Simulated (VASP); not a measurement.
# TiCo (Pm-3m) in VASP: a series of runs, part 2 of 3

VASP 6.6.1.

## Step 4: Single point, PBE, collinear spin, ferromagnetic start

The input, INCAR:

```
PREC = Accurate
ENCUT = 520
EDIFF = 1E-6
ISMEAR = 0
SIGMA = 0.020999999999999998
LREAL = False
LASPH = True
NELM = 150
ALGO = Normal
ISIF = 2
LWAVE = False
LCHARG = False
ISPIN = 2
MAGMOM = 2 1
LORBIT = 11
LMAXMIX = 4
GGA = PE
NBANDS = 22
```

The input, KPOINTS:

```
Automatic mesh
0
Gamma
  9 9 9
```

The input, POSCAR:

```
TiCo
1.0
    2.9861109900      0.0000000000      0.0000000000
    0.0000000000      2.9861109900      0.0000000000
    0.0000000000      0.0000000000      2.9861109900
Co Ti
1 1
Direct
    0.5000000000      0.5000000000      0.5000000000
    0.0000000000      0.0000000000      0.0000000000
```

Potentials or basis: VASP PAW PBE potentials, release 64 (Co, Ti_sv).

The run is started by

```console
$ cat potpaw_PBE.64/Co/POTCAR potpaw_PBE.64/Ti_sv/POTCAR > POTCAR
$ mpirun -np 1 vasp_std > vasp.out
```

OUTCAR:

```text
PREC = Accurate
   ENCUT = 520
   EDIFF = 1E-6
   ISMEAR = 0
   LREAL = False
   LASPH = True
   NELM = 150
   ISIF = 2
   ISPIN = 2
   LORBIT = 11
   GGA = PE

 ion  position               nearest neighbor table
   1  0.500  0.500  0.500-   2 2.59   2 2.59   2 2.59   2 2.59   2 2.59   2 2.59   2 2.59   2 2.59

   2  0.000  0.000  0.000-   1 2.59   1 2.59   1 2.59   1 2.59   1 2.59   1 2.59   1 2.59   1 2.59

  LATTYP: Found a simple cubic cell.
 ALAT       =     2.9861109900

  Lattice vectors:

 A1 = (   2.9861109900,   0.0000000000,   0.0000000000)
 A2 = (   0.0000000000,   2.9861109900,   0.0000000000)
 A3 = (   0.0000000000,   0.0000000000,   2.9861109900)

Analysis of symmetry for initial positions (statically):
=====================================================================
 Subroutine PRICEL returns:
 Original cell was already a primitive cell.

 Routine SETGRP: Setting up the symmetry group for a
 simple cubic supercell.

 Subroutine GETGRP returns: Found 48 space group operations
 (whereof 48 operations were pure point group operations)
 out of a pool of 48 trial point group operations.

The static configuration has the point symmetry O_h .

Analysis of symmetry for dynamics (positions and initial velocities):
=====================================================================
 Subroutine PRICEL returns:
 Original cell was already a primitive cell.

 Routine SETGRP: Setting up the symmetry group for a
 simple cubic supercell.

 Subroutine GETGRP returns: Found 48 space group operations
 (whereof 48 operations were pure point group operations)
 out of a pool of 48 trial point group operations.

The dynamic configuration has the point symmetry O_h .

Analysis of structural, dynamic, and magnetic symmetry:
=====================================================================
 Subroutine PRICEL returns:
 Original cell was already a primitive cell.

 Routine SETGRP: Setting up the symmetry group for a
 simple cubic supercell.

 Subroutine GETGRP returns: Found 48 space group operations
 (whereof 48 operations were pure point group operations)
 out of a pool of 48 trial point group operations.

The overall configuration has the point symmetry O_h .

 Subroutine INISYM returns: Found 48 space group operations
 (whereof 48 operations are pure point group operations),
 and found     1 'primitive' translations

----------------------------------------------------------------------------------------

                                     Primitive cell

  volume of cell :      26.6267

  direct lattice vectors                    reciprocal lattice vectors
     2.986110990  0.000000000  0.000000000     0.334883735  0.000000000  0.000000000
     0.000000000  2.986110990  0.000000000     0.000000000  0.334883735  0.000000000
     0.000000000  0.000000000  2.986110990     0.000000000  0.000000000  0.334883735

  length of vectors
     2.986110990  2.986110990  2.986110990     0.334883735  0.334883735  0.334883735

  position of ions in fractional coordinates (direct lattice)
     0.500000000  0.500000000  0.500000000
     0.000000000  0.000000000  0.000000000

  ion indices of the primitive-cell ions
   primitive index   ion index
                 1           1
                 2           2

----------------------------------------------------------------------------------------

[... 65 lines left out ...]
   LSORBIT =      F    spin-orbit coupling
   LASPH  =      T    aspherical Exc in radial PAW
   ENCUT  =  520.0 eV  38.22 Ry    6.18 a.u.   5.55  5.55  5.55*2*pi/ulx,y,z
   NELM   =    150;   NELMIN=  2; NELMDL= -5     # of ELM steps
   EDIFF  = 0.1E-05   stopping-criterion for ELM
   LREAL  =      F    real-space projection
   EDIFFG = 0.1E-04   stopping-criterion for IOM
   NSW    =      0    number of steps for IOM
   IBRION =     -1    ionic relax: 0-MD 1-quasi-New 2-CG
   NFREE  =      0    steps in history (QN), initial steepest desc. (CG)
   ISIF   =      2    stress and relaxation
   ISYM   =      2    0-nonsym 1-usesym 2-fastsym
   POTIM  = 0.5000    time-step for ionic-motion
   TEBEG  =    0.0;   TEEND  =   0.0 temperature during run
   PSTRESS=    0.0 pullay stress
   NELECT =      21.0000    total number of electrons
   NUPDOWN=      -1.0000    fix difference up-down
   EMIN   =  10.00;   EMAX   =-10.00  energy-range for DOS
   EFERMI =   0.00;   METHOD = LEGACY
   ISMEAR =     0;   SIGMA  =   0.02  broadening in eV -4-tet -1-fermi 0-gaus
   EFERMI_NEDOS =   21; number of points for ismear=-14 and -15
   IALGO  =     38    algorithm
   IMIX   =      4    mixing-type and parameters
     AMIX     =   0.40;   BMIX     =  1.00
     AMIX_MAG =   1.60;   BMIX_MAG =  1.00
  volume/ion in A,a.u.               =      13.31        89.84
  Fermi-wavevector in a.u.,A,eV,Ry     =   1.512546  2.858298 31.127355  2.287796
  Thomas-Fermi vector in A             =   2.622456
   LORBIT       =     11    0 simple, 1 ext, 2 COOP (PROOUT), +10 PAW based schemes
   GGA     = PE    functional components
   LHFCALC =     F    Hartree Fock is set to
   AEXX    =    0.0000 exact exchange contribution
   IVDW    =     0    specifies the selected vdW correction
   LEPSILON=     F    determine dielectric tensor
   LRPA    =     F    only Hartree local field effects (RPA)
 spin polarized calculation
 Gauss-broadening in eV      SIGMA  =   0.02
  energy-cutoff  :      520.00
  volume of cell :       26.63
 maximum number of plane-waves:       739
 NGX is ok and might be reduce to    24
   NGX = 11   NGY = 11   NGZ = 11

 number of electron      20.9999983 magnetization       0.8368910

 Free energy of the ion-electron system (eV)
  ---------------------------------------------------
  ext. energy  EPLUGINS =         0.00000000
  ---------------------------------------------------
  free energy    TOTEN  =       -15.67490315 eV

  energy without entropy =      -15.67454426  energy(sigma->0) =      -15.67472371

 E-fermi :   9.9591     XC(G=0): -12.5743

 val. band max:        9.9584792030   @ k =   0.3333   0.3333   0.0000
 cond. band min:       9.9914408259   @ k =   0.3333   0.1111   0.1111
 fundamental gap:      0.0329616229
 Fermi energy:         9.9590539850

 spin component 1

 k-point     1 :       0.0000    0.0000    0.0000
  band No.  band energies     occupation
      1     -47.2123      1.00000
      2     -23.3057      1.00000
      3     -23.3057      1.00000
      4     -23.3057      1.00000
      5       2.2475      1.00000
      6       5.7603      1.00000
[... 589 lines left out ...]
     21      26.7271      0.00000
     22      29.7342      0.00000

 [... further k-points ...]

 spin component 2

 k-point     1 :       0.0000    0.0000    0.0000
  band No.  band energies     occupation
      1     -47.2210      1.00000
      2     -23.3149      1.00000
      3     -23.3149      1.00000
      4     -23.3149      1.00000
      5       2.2308      1.00000
      6       6.4128      1.00000
[... 589 lines left out ...]
     21      26.7613      0.00000
     22      29.7080      0.00000

 [... further k-points ...]

------------------------ aborting loop because EDIFF is reached ----------------------------------------

  FORCE on cell =-STRESS in cart. coord.  units (eV):
  Direction    XX          YY          ZZ          XY          YZ          ZX
  --------------------------------------------------------------------------------------
  -------------------------------------------------------------------------------------
  Total       -0.1256995     -0.1256995     -0.1256995      0.0000000     -0.0000000     -0.0000000
  in kB       -7.5635600     -7.5635600     -7.5635600      0.0000000     -0.0000000     -0.0000000
  external PRESSURE =      -7.5635600 kB  Pullay stress =       0.0000000 kB

 VOLUME and BASIS-vectors are now :
 -----------------------------------------------------------------------------
  energy-cutoff  :      520.00
  volume of cell :       26.63
      direct lattice vectors                 reciprocal lattice vectors
     2.986110990  0.000000000  0.000000000     0.334883735  0.000000000  0.000000000
     0.000000000  2.986110990  0.000000000     0.000000000  0.334883735  0.000000000
     0.000000000  0.000000000  2.986110990     0.000000000  0.000000000  0.334883735

 POSITION                                       TOTAL-FORCE (eV/Angst)
 -----------------------------------------------------------------------------------
      1.49306      1.49306      1.49306         0.000000      0.000000      0.000000
      0.00000      0.00000      0.00000         0.000000      0.000000      0.000000
 -----------------------------------------------------------------------------------
    total drift:                                0.000000      0.000000     -0.000000

  FREE ENERGIE OF THE ION-ELECTRON SYSTEM (eV)
  ---------------------------------------------------
  free  energy   TOTEN  =       -15.6749031550 eV

  energy  without entropy=      -15.6745442627  energy(sigma->0) =      -15.67472371

 total charge

# of ion       s       p       d       tot
------------------------------------------
    1        0.524   0.460   7.303   8.287
    2        2.247   6.179   1.860  10.286
--------------------------------------------------
tot          2.771   6.639   9.163  18.574

 magnetization (x)

# of ion       s       p       d       tot
------------------------------------------
    1        0.026  -0.006   0.899   0.919
    2       -0.002  -0.014  -0.012  -0.029
--------------------------------------------------
tot          0.023  -0.020   0.887   0.890
```

OSZICAR:

```text
N       E                     dE             d eps       ncg     rms          rms(c)
DAV:   1     0.162918643098E+03    0.16292E+03   -0.98315E+03  3152   0.123E+03
DAV:   2    -0.732319957175E+01   -0.17024E+03   -0.16180E+03  3110   0.301E+02
DAV:   3    -0.172738462079E+02   -0.99506E+01   -0.97692E+01  3786   0.779E+01
DAV:   4    -0.175385799266E+02   -0.26473E+00   -0.26414E+00  3608   0.117E+01
DAV:   5    -0.175461193821E+02   -0.75395E-02   -0.75388E-02  3716   0.184E+00    0.154E+01
DAV:   6    -0.168366709536E+02    0.70945E+00   -0.10307E+01  3512   0.423E+01    0.112E+01
DAV:   7    -0.172726345138E+02   -0.43596E+00   -0.17555E+01  3780   0.355E+01    0.170E+01
DAV:   8    -0.156518059721E+02    0.16208E+01   -0.82340E+00  3638   0.215E+01    0.193E+00
DAV:   9    -0.156681235405E+02   -0.16318E-01   -0.22002E-01  4170   0.391E+00    0.221E+00
DAV:  10    -0.156743003762E+02   -0.61768E-02   -0.57314E-02  3688   0.234E+00    0.127E+00
DAV:  11    -0.156756356191E+02   -0.13352E-02   -0.29372E-02  4052   0.158E+00    0.836E-01
DAV:  12    -0.156747018881E+02    0.93373E-03   -0.16262E-02  4452   0.111E+00    0.350E-01
DAV:  13    -0.156751668289E+02   -0.46494E-03   -0.28194E-03  3792   0.485E-01    0.301E-01
DAV:  14    -0.156749455005E+02    0.22133E-03   -0.58035E-04  4158   0.232E-01    0.132E-01
DAV:  15    -0.156749194785E+02    0.26022E-04   -0.14038E-04  4524   0.981E-02    0.547E-02
DAV:  16    -0.156749030709E+02    0.16408E-04   -0.51583E-05  4852   0.536E-02    0.802E-03
DAV:  17    -0.156749031550E+02   -0.84083E-07   -0.63255E-06  3534   0.184E-02
   1 F= -.15674903E+02 E0= -.15674724E+02  d E =-.358892E-03  mag=     0.8363
```

stdout:

```text
POSCAR found type information on POSCAR CoTi
 POSCAR found :  2 types and       2 ions
 scaLAPACK will be used
 LDA part: xc-table for (Slater+PW92), standard interpolation
 POSCAR, INCAR and KPOINTS ok, starting setup
 FFT: planning ... GRIDC
 FFT: planning ... GRID_SOFT
 FFT: planning ... GRID
 WAVECAR not read
 entering main loop
```

Wall time 30 s (1 thread of Intel Xeon Platinum 8488C (Sapphire Rapids), shared host); peak memory 0.16 GiB.

What came out:

```yaml
Free_energy: -15.6749 eV
Pressure: -0.8 GPa
Net_moment: 0.84 μB per cell
Site_moments: Co +0.92; Ti -0.03 μB
Valence_electrons_inside_the_program's_atomic_spheres: Co 8.29; Ti 10.29
```

Levels at points of the mesh, in eV from the Fermi level:
Spin up:
```
           k point  band 7  band 8  band 9  band 10  band 11  band 12  band 13  band 14  band 15  band 16
(0.00, 0.00, 0.00)   -4.20   -1.90   -1.90    -1.90     0.46     0.46     2.64     2.64     2.64     8.89
```
Spin down:
| k point | band 7 | band 8 | band 9 | band 10 | band 11 | band 12 | band 13 | band 14 |
| --- | --- | --- | --- | --- | --- | --- | --- | --- |
| (0.00, 0.00, 0.00) | -3.55 | -1.36 | -1.36 | -1.36 | 0.99 | 0.99 | 2.74 | 2.74 |

## Step 5: Single point, PBE, collinear spin, ferromagnetic start

The input, INCAR:

```
SYSTEM = TiCo
ALGO = Fast
EDIFF = 1E-7
ENCUT = 520
GGA = PE
ISIF = 2
ISMEAR = 0
ISPIN = 2
LASPH = .True.
LCHARG = .False.
LMAXMIX = 4
LORBIT = 11
LREAL = .False.
LWAVE = .False.
MAGMOM = 2 1
NBANDS = 22
NELM = 150
PREC = Accurate
SIGMA = 0.1
```

The input, KPOINTS:

```
k-points
0
Gamma
  9 9 9
  0 0 0
```

POSCAR is that of step 4.

The run is started by

```console
$ cat potpaw_PBE.64/Co/POTCAR potpaw_PBE.64/Ti_sv/POTCAR > POTCAR
$ mpirun -np 1 vasp_std > vasp.out
```

It took 37 s on 1 thread of Intel Xeon Platinum 8488C (Sapphire Rapids), shared host; peak memory 0.16 GiB.

Results (log left out):

| Quantity | Value |
| --- | --- |
| Free energy | -15.6798 eV |
| Pressure | -1.1 GPa |
| Net moment | 0.80 μB per cell |
| Site moments | Co +0.88; Ti -0.03 μB |
| Valence electrons inside the program's atomic spheres | Co 8.29; Ti 10.29 |

Levels at points of the mesh, in eV from the Fermi level:
Spin up:
```tsv
k point	band 7	band 8	band 9	band 10	band 11	band 12	band 13	band 14	band 15	band 16
(0.00, 0.00, 0.00)	-4.17	-1.88	-1.88	-1.88	0.47	0.47	2.64	2.64	2.64	8.90
```
Spin down:
```tsv
k point	band 8	band 9	band 10	band 11	band 12	band 13
(0.00, 0.00, 0.00)	-1.36	-1.36	-1.36	0.99	0.99	2.74
```

(Part 2 of 3 ends here.)
